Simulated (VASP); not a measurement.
# Ba (Cmmm) in VASP: further runs, part 2 of 2

VASP 6.6.1. Earlier steps stand in the parts before.

## Step 3: Single point, PBEsol

This run uses another cell than the first one, of the same volume but with other edges.

Contents of INCAR:

```
SYSTEM = Ba
PREC     = Accurate       ! precision mode
ENCUT    = 520            ! plane-wave cutoff, eV
EDIFF    = 1E-6           ! SCF threshold, eV
ISMEAR   = 0              ! smearing method
SIGMA    = 0.15           ! smearing width, eV
LREAL    = .False.        ! projectors in reciprocal space
LASPH    = .True.         ! aspherical terms in the spheres
NELM     = 80             ! most SCF steps
ALGO     = Fast           ! electronic algorithm
ISIF     = 2              ! what is computed and relaxed
LWAVE    = .False.        ! write WAVECAR
LCHARG   = .True.         ! write CHGCAR
GGA      = PS             ! functional
LELF     = .True.         ! ELF
LVHAR    = .True.       
NBANDS   = 11             ! bands
```

Contents of KPOINTS:

```
regular mesh
0
Gamma
  16 16 10
  0 0 0
```

Contents of POSCAR:

```
Ba
1.0
    2.1059599095     -3.9318433093      0.0000000000
    2.1059599095      3.9318433093      0.0000000000
    0.0000000000      0.0000000000      4.9121110933
Ba
1
Direct
    0.0000000000      0.0000000000      0.0000000000
```

Potentials or basis: VASP PAW PBE potentials, release 64 (Ba_sv).

The run is started by

```bash
$ cat potpaw_PBE.64/Ba_sv/POTCAR > POTCAR
$ mpirun -np 1 vasp_std > vasp.out
```

OUTCAR:

```text
SYSTEM = Ba
   PREC = Accurate
   ENCUT = 520
   EDIFF = 1E-6
   ISMEAR = 0
   LREAL = .False.
   LASPH = .True.
   NELM = 80
   ISIF = 2
   GGA = PS

 ion  position               nearest neighbor table
   1  0.000  0.000  0.000-

  LATTYP: Found a base centered orthorhombic cell.
 ALAT       =     4.2119198190
 B/A-ratio  =     1.8670076726
 C/A-ratio  =     1.1662404092

  Lattice vectors:

 A1 = (   2.1059599095,  -3.9318433093,   0.0000000000)
 A2 = (   2.1059599095,   3.9318433093,   0.0000000000)
 A3 = (   0.0000000000,   0.0000000000,   4.9121110933)

Analysis of symmetry for initial positions (statically):
=====================================================================
 Subroutine PRICEL returns:
 Original cell was already a primitive cell.

 Routine SETGRP: Setting up the symmetry group for a
 base centered orthorhombic supercell.

 Subroutine GETGRP returns: Found  8 space group operations
 (whereof  8 operations were pure point group operations)
 out of a pool of  8 trial point group operations.

The static configuration has the point symmetry D_2h.

Analysis of symmetry for dynamics (positions and initial velocities):
[... 170 lines left out ...]
      3     -13.5070      2.00000
      4     -13.4541      2.00000
      5      -1.7634      2.00000
      6       0.9018      0.07560
      7       2.0578      0.00000
      8       2.8400      0.00000
      9       4.3679      0.00000
     10       4.5831      0.00000
     11       5.2064      0.00000
[... 309 lines left out ...]
 k-point    24 :      -0.0625    0.0625    0.0000
  band No.  band energies     occupation
      1     -28.5723      2.00000
      2     -13.7030      2.00000
      3     -13.5216      2.00000
      4     -13.4568      2.00000
      5      -1.7056      2.00000
      6       0.9357      0.03609
      7       1.9939      0.00000
      8       2.8959      0.00000
      9       4.0899      0.00000
     10       4.5668      0.00000
     11       5.5206      0.00000

 [... further k-points ...]

------------------------ aborting loop because EDIFF is reached ----------------------------------------

  FORCE on cell =-STRESS in cart. coord.  units (eV):
  Direction    XX          YY          ZZ          XY          YZ          ZX
  --------------------------------------------------------------------------------------
  -------------------------------------------------------------------------------------
  Total        0.0245517     -0.5685430     -1.1882545     -0.0000000      0.0000000      0.0000000
  in kB        0.4835566    -11.1977159    -23.4032176     -0.0000000      0.0000000      0.0000000
  external PRESSURE =     -11.3724589 kB  Pullay stress =       0.0000000 kB

 VOLUME and BASIS-vectors are now :
 -----------------------------------------------------------------------------
  energy-cutoff  :      520.00
  volume of cell :       81.35
      direct lattice vectors                 reciprocal lattice vectors
     2.105959910 -3.931843309  0.000000000     0.237421424 -0.127166817  0.000000000
     2.105959910  3.931843309  0.000000000     0.237421424  0.127166817  0.000000000
     0.000000000  0.000000000  4.912111093     0.000000000  0.000000000  0.203578458

 POSITION                                       TOTAL-FORCE (eV/Angst)
 -----------------------------------------------------------------------------------
      0.00000      0.00000      0.00000         0.000000     -0.000000      0.000000
 -----------------------------------------------------------------------------------
    total drift:                                0.000000     -0.000000     -0.000000

  FREE ENERGIE OF THE ION-ELECTRON SYSTEM (eV)
  ---------------------------------------------------
  free  energy   TOTEN  =        -1.7555661918 eV

  energy  without entropy=       -1.7303500832  energy(sigma->0) =       -1.74295814
```

OSZICAR:

```text
N       E                     dE             d eps       ncg     rms          rms(c)
DAV:   1     0.596618744397E+02    0.59662E+02   -0.39346E+03  9636   0.719E+02
DAV:   2     0.172707315383E+01   -0.57935E+02   -0.56510E+02 11768   0.131E+02
DAV:   3    -0.164755115828E+01   -0.33746E+01   -0.33474E+01 12282   0.349E+01
DAV:   4    -0.177879031865E+01   -0.13124E+00   -0.13097E+00 12973   0.613E+00
DAV:   5    -0.178204919805E+01   -0.32589E-02   -0.32579E-02 12938   0.800E-01    0.150E+00
RMM:   6    -0.175726908548E+01    0.24780E-01   -0.13513E-02 10083   0.713E-01    0.855E-01
RMM:   7    -0.175493646428E+01    0.23326E-02   -0.14039E-02 10935   0.831E-01    0.195E-01
RMM:   8    -0.175547869786E+01   -0.54223E-03   -0.19266E-03 12539   0.369E-01    0.294E-02
RMM:   9    -0.175555288624E+01   -0.74188E-04   -0.43045E-04 14444   0.111E-01    0.193E-02
RMM:  10    -0.175556437748E+01   -0.11491E-04   -0.61358E-05 13930   0.391E-02    0.678E-03
RMM:  11    -0.175556613446E+01   -0.17570E-05   -0.15490E-05 13920   0.164E-02    0.424E-03
RMM:  12    -0.175556619177E+01   -0.57307E-07   -0.25357E-06 11348   0.888E-03
   1 F= -.17555662E+01 E0= -.17429581E+01  d E =-.252161E-01
```

stdout:

```text
POSCAR found type information on POSCAR Ba
 POSCAR found :  1 types and       1 ions
 scaLAPACK will be used
 -----------------------------------------------------------------------------
|                                                                             |
|                                                                             |
|     You enforced a specific xc type in the INCAR file but a different       |
|     I HOPE YOU KNOW WHAT YOU ARE DOING!                                     |
|                                                                             |
 -----------------------------------------------------------------------------

 LDA part: xc-table for (Slater+PW92), standard interpolation
 POSCAR, INCAR and KPOINTS ok, starting setup
 FFT: planning ... GRIDC
 FFT: planning ... GRID_SOFT
 FFT: planning ... GRID
 WAVECAR not read
 entering main loop
WARNING in EDDRMM: call to ZHEGV failed, returncode =   6  3      7
WARNING in EDDRMM: call to ZHEGV failed, returncode =   8  4     11
```

Wall time 2.1 min (1 thread of Intel Xeon 6975P-C (Granite Rapids), shared host); peak memory 0.49 GiB.

What came out:

```yaml
Free_energy: -1.7556 eV
Pressure: -1.1 GPa
Band_gap_on_the_k_mesh: zero (bands 5 and 6 overlap by 0.68 eV)
```

Levels at points of the mesh, in eV from the Fermi level:
```tsv
k point	band 1	band 2	band 3	band 4	band 5	band 6	band 7	band 8	band 9	band 10
(0.00, 0.00, 0.00)	-29.29	-14.42	-14.22	-14.17	-2.48	0.19	1.34	2.13	3.65	3.87
(0.50, 0.00, 0.00)	-29.25	-14.65	-14.35	-14.31	-0.68	0.88	1.07	1.41	3.16	4.45
(0.50, 0.50, 0.00)	-29.26	-14.58	-14.37	-14.24	-0.78	0.73	0.77	1.45	3.49	4.48
(0.00, 0.00, 0.50)	-29.28	-14.51	-14.21	-14.16	-1.45	-0.03	1.49	2.26	2.97	3.25
(0.50, 0.00, 0.50)	-29.24	-14.63	-14.44	-14.31	-0.27	-0.21	2.25	2.65	2.68	3.99
(0.50, 0.50, 0.50)	-29.26	-14.57	-14.46	-14.23	-0.31	-0.26	2.31	2.36	2.68	3.90
```

Caveat: the PAW data sets were made with another functional, which shifts forces and pressure a little; spin-orbit coupling is left out, which moves the levels of the heavy elements.

## Step 4: Single point, PBEsol

This run uses another cell than the first one, of the same volume but with other edges.

Contents of INCAR:

```
ALGO = Fast
EDIFF = 1E-7
ENCUT = 520
GGA = PS
ISIF = 2
ISMEAR = 0
LASPH = True
LCHARG = False
LREAL = False
LWAVE = False
NBANDS = 11
NELM = 100
PREC = Accurate
SIGMA = 0.15
```

Contents of KPOINTS:

```
k-points
0
Gamma
  16 16 10
```

Contents of POSCAR:

```
Ba
1.0
    1.7912889394     -3.3443501938      0.0000000000
    1.7912889394      3.3443501938      0.0000000000
    0.0000000000      0.0000000000      6.7894890236
Ba
1
Direct
    0.0000000000      0.0000000000      0.0000000000
```

Potentials or basis: VASP PAW PBE potentials, release 64 (Ba_sv).

The run is started by

```bash
$ cat potpaw_PBE.64/Ba_sv/POTCAR > POTCAR
$ mpirun -np 1 vasp_std > vasp.out
```

OUTCAR:

```text
EDIFF = 1E-7
   ENCUT = 520
   GGA = PS
   ISIF = 2
   ISMEAR = 0
   LASPH = True
   LREAL = False
   NELM = 100
   PREC = Accurate

 ion  position               nearest neighbor table
   1  0.000  0.000  0.000-

  LATTYP: Found a base centered orthorhombic cell.
 ALAT       =     3.5825778788
 B/A-ratio  =     1.8670076727
 C/A-ratio  =     1.8951406650

  Lattice vectors:

 A1 = (   1.7912889394,  -3.3443501938,   0.0000000000)
 A2 = (   1.7912889394,   3.3443501938,   0.0000000000)
 A3 = (   0.0000000000,   0.0000000000,   6.7894890236)

Analysis of symmetry for initial positions (statically):
=====================================================================
 Subroutine PRICEL returns:
 Original cell was already a primitive cell.

 Routine SETGRP: Setting up the symmetry group for a
 base centered orthorhombic supercell.

 Subroutine GETGRP returns: Found  8 space group operations
 (whereof  8 operations were pure point group operations)
 out of a pool of  8 trial point group operations.

The static configuration has the point symmetry D_2h.

Analysis of symmetry for dynamics (positions and initial velocities):
=====================================================================
 Subroutine PRICEL returns:
 Original cell was already a primitive cell.

 Routine SETGRP: Setting up the symmetry group for a
 base centered orthorhombic supercell.

 Subroutine GETGRP returns: Found  8 space group operations
 (whereof  8 operations were pure point group operations)
 out of a pool of  8 trial point group operations.

The dynamic configuration has the point symmetry D_2h.

 Subroutine INISYM returns: Found  8 space group operations
 (whereof  8 operations are pure point group operations),
 and found     1 'primitive' translations

----------------------------------------------------------------------------------------

[... 114 lines left out ...]
   LORBIT       =      0    0 simple, 1 ext, 2 COOP (PROOUT), +10 PAW based schemes
   GGA     = PS    functional components
   LHFCALC =     F    Hartree Fock is set to
   AEXX    =    0.0000 exact exchange contribution
   IVDW    =     0    specifies the selected vdW correction
   LEPSILON=     F    determine dielectric tensor
   LRPA    =     F    only Hartree local field effects (RPA)
 non-spin polarized calculation
 RMM-DIIS sequential band-by-band and
 Gauss-broadening in eV      SIGMA  =   0.15
  energy-cutoff  :      520.00
  volume of cell :       81.35
 maximum number of plane-waves:      2220
   NGX = 15   NGY = 15   NGZ = 25

 number of electron      10.0000000 magnetization

 Free energy of the ion-electron system (eV)
  ---------------------------------------------------
  ext. energy  EPLUGINS =         0.00000000
  ---------------------------------------------------
  free energy    TOTEN  =        -1.16926500 eV

  energy without entropy =       -1.12667496  energy(sigma->0) =       -1.14796998

 E-fermi :   0.5360     XC(G=0):  -6.2560

 val. band max:        0.5347093725   @ k =   0.0625   0.0625   0.4000
 cond. band min:       0.5361688271   @ k =   0.2500   0.1250   0.5000
 fundamental gap:      0.0014594545
 Fermi energy:         0.5359800625

 k-point     1 :       0.0000    0.0000    0.0000
  band No.  band energies     occupation
      1     -28.4094      2.00000
      2     -13.7196      2.00000
      3     -12.7877      2.00000
      4     -12.6040      2.00000
      5      -1.5869      2.00000
      6       0.3230      1.95539
      7       2.1739      0.00000
      8       2.5368      0.00000
      9       3.4149      0.00000
     10       5.3562      0.00000
     11       5.8239      0.00000
[... 309 lines left out ...]
 k-point    24 :      -0.0625    0.0625    0.0000
  band No.  band energies     occupation
      1     -28.4024      2.00000
      2     -13.7105      2.00000
      3     -12.8540      2.00000
      4     -12.6151      2.00000
      5      -1.4786      2.00000
      6       0.3950      1.81624
      7       2.0772      0.00000
      8       2.4380      0.00000
      9       3.5138      0.00000
     10       5.3552      0.00000
     11       5.7794      0.00000

 [... further k-points ...]

------------------------ aborting loop because EDIFF is reached ----------------------------------------

  FORCE on cell =-STRESS in cart. coord.  units (eV):
  Direction    XX          YY          ZZ          XY          YZ          ZX
  --------------------------------------------------------------------------------------
  -------------------------------------------------------------------------------------
  Total        2.0881360      1.2428925     -0.6890503      0.0000000      0.0000000      0.0000000
  in kB       41.1267978     24.4793388    -13.5711621      0.0000000      0.0000000      0.0000000
  external PRESSURE =      17.3449915 kB  Pullay stress =       0.0000000 kB

 VOLUME and BASIS-vectors are now :
 -----------------------------------------------------------------------------
  energy-cutoff  :      520.00
  volume of cell :       81.35
      direct lattice vectors                 reciprocal lattice vectors
     1.791288939 -3.344350194  0.000000000     0.279128615 -0.149505874  0.000000000
     1.791288939  3.344350194  0.000000000     0.279128615  0.149505874  0.000000000
     0.000000000  0.000000000  6.789489024     0.000000000  0.000000000  0.147286489

 POSITION                                       TOTAL-FORCE (eV/Angst)
 -----------------------------------------------------------------------------------
      0.00000      0.00000      0.00000        -0.000000      0.000000      0.000000
 -----------------------------------------------------------------------------------
    total drift:                               -0.000000      0.000000      0.000000

  FREE ENERGIE OF THE ION-ELECTRON SYSTEM (eV)
  ---------------------------------------------------
  free  energy   TOTEN  =        -1.1692650047 eV

  energy  without entropy=       -1.1266749576  energy(sigma->0) =       -1.14796998
```

OSZICAR:

```text
N       E                     dE             d eps       ncg     rms          rms(c)
DAV:   1     0.641541420994E+02    0.64154E+02   -0.39957E+03  9636   0.720E+02
DAV:   2     0.232169628699E+01   -0.61832E+02   -0.60082E+02 12007   0.136E+02
DAV:   3    -0.163899998754E+01   -0.39607E+01   -0.38999E+01 12371   0.376E+01
DAV:   4    -0.178778293919E+01   -0.14878E+00   -0.14832E+00 13062   0.641E+00
DAV:   5    -0.179160790050E+01   -0.38250E-02   -0.38231E-02 12935   0.858E-01    0.369E+00
RMM:   6    -0.131202588767E+01    0.47958E+00   -0.15253E-01 10449   0.199E+00    0.190E+00
RMM:   7    -0.117910918980E+01    0.13292E+00   -0.27306E-01 12797   0.227E+00    0.442E-01
RMM:   8    -0.117029272534E+01    0.88165E-02   -0.23027E-02 11276   0.791E-01    0.307E-01
RMM:   9    -0.116920693691E+01    0.10858E-02   -0.64788E-03 13845   0.448E-01    0.519E-02
RMM:  10    -0.116932188833E+01   -0.11495E-03   -0.82334E-04 14857   0.125E-01    0.514E-02
RMM:  11    -0.116925035229E+01    0.71536E-04   -0.36305E-04 13566   0.816E-02    0.840E-03
RMM:  12    -0.116926136493E+01   -0.11013E-04   -0.10586E-04 15697   0.364E-02    0.590E-03
RMM:  13    -0.116926397012E+01   -0.26052E-05   -0.21779E-05 15727   0.149E-02    0.147E-03
RMM:  14    -0.116926481502E+01   -0.84489E-06   -0.67242E-06 15853   0.790E-03    0.877E-04
RMM:  15    -0.116926497346E+01   -0.15844E-06   -0.11977E-06 13934   0.333E-03    0.370E-04
RMM:  16    -0.116926500469E+01   -0.31235E-07   -0.37110E-07 11989   0.182E-03
   1 F= -.11692650E+01 E0= -.11479700E+01  d E =-.425900E-01
```

stdout:

```text
POSCAR found type information on POSCAR Ba
 POSCAR found :  1 types and       1 ions
 scaLAPACK will be used
 -----------------------------------------------------------------------------
|                                                                             |
|                                                                             |
|     You enforced a specific xc type in the INCAR file but a different       |
|     I HOPE YOU KNOW WHAT YOU ARE DOING!                                     |
|                                                                             |
 -----------------------------------------------------------------------------

 LDA part: xc-table for (Slater+PW92), standard interpolation
 POSCAR, INCAR and KPOINTS ok, starting setup
 FFT: planning ... GRIDC
 FFT: planning ... GRID_SOFT
 FFT: planning ... GRID
 WAVECAR not read
 entering main loop
WARNING in EDDRMM: call to ZHEGV failed, returncode =   6  3      7
WARNING in EDDRMM: call to ZHEGV failed, returncode =   8  4      6
WARNING in EDDRMM: call to ZHEGV failed, returncode =   8  4      7
WARNING in EDDRMM: call to ZHEGV failed, returncode =   6  3      8
WARNING in EDDRMM: call to ZHEGV failed, returncode =   6  3      6
WARNING in EDDRMM: call to ZHEGV failed, returncode =   6  3      7
WARNING in EDDRMM: call to ZHEGV failed, returncode =   6  3      7
WARNING in EDDRMM: call to ZHEGV failed, returncode =   6  3     10
WARNING in EDDRMM: call to ZHEGV failed, returncode =   6  3      5
WARNING in EDDRMM: call to ZHEGV failed, returncode =   8  4      7
```

Run time: 2.7 min. Hardware: 1 thread of Intel Xeon 6975P-C (Granite Rapids), shared host; peak memory 0.5 GiB.

What came out:

| Property | Result |
| --- | --- |
| Free energy | -1.1693 eV |
| Pressure | 1.7 GPa |
| Band gap on the k mesh | zero (bands 5 and 6 overlap by 1.13 eV) |

Levels at points of the mesh, in eV from the Fermi level:
```tsv
k point	band 3	band 4	band 5	band 6	band 7	band 8
(0.00, 0.00, 0.00)	-13.32	-13.14	-2.12	-0.21	1.64	2.00
(0.50, 0.00, 0.00)	-13.93	-13.69	-1.02	-0.05	2.10	2.74
(0.50, 0.50, 0.00)	-14.01	-13.42	-0.85	-0.10	1.71	2.32
(0.00, 0.00, 0.50)	-13.32	-13.14	-1.84	-0.07	0.93	1.64
(0.50, 0.00, 0.50)	-13.93	-13.69	-1.00	-0.26	2.94	3.56
(0.50, 0.50, 0.50)	-14.01	-13.42	-0.83	-0.34	2.59	3.23
```

Caveat: the PAW data sets were made with another functional, which shifts forces and pressure a little; spin-orbit coupling is left out, which moves the levels of the heavy elements.

## Step 5: Summary

| cell | further INCAR settings | gap on the mesh (eV) | pressure (GPa) |
| --- | --- | --- | --- |
| a = 4.074, b = 4.074, c = 5.888 Å, angles 90.0, 90.0, 123.7°, 1 atom | ALGO = Fast; EDIFF = 1e-06; NBANDS = 11 | none | 0.4 |
| a = 4.460, b = 4.460, c = 4.912 Å, angles 90.0, 90.0, 123.7°, 1 atom | ALGO = Fast; EDIFF = 1e-06; NBANDS = 11 | none | -1.1 |
| a = 3.794, b = 3.794, c = 6.789 Å, angles 90.0, 90.0, 123.7°, 1 atom | ALGO = Fast; EDIFF = 1e-07; NBANDS = 11 | none | 1.7 |

Alike in all rows: task single point; level PBEsol; potentials or basis VASP PAW PBE potentials, release 64 (Ba_sv); no spin polarisation; k mesh 16 × 16 × 10; cutoff (eV) 520; smearing gaussian 0.15 eV.

Caveats: the PAW data sets were made with another functional, which shifts forces and pressure a little; spin-orbit coupling is left out, which moves the levels of the heavy elements.

Absolute energies hang on the potentials; compare differences alone.
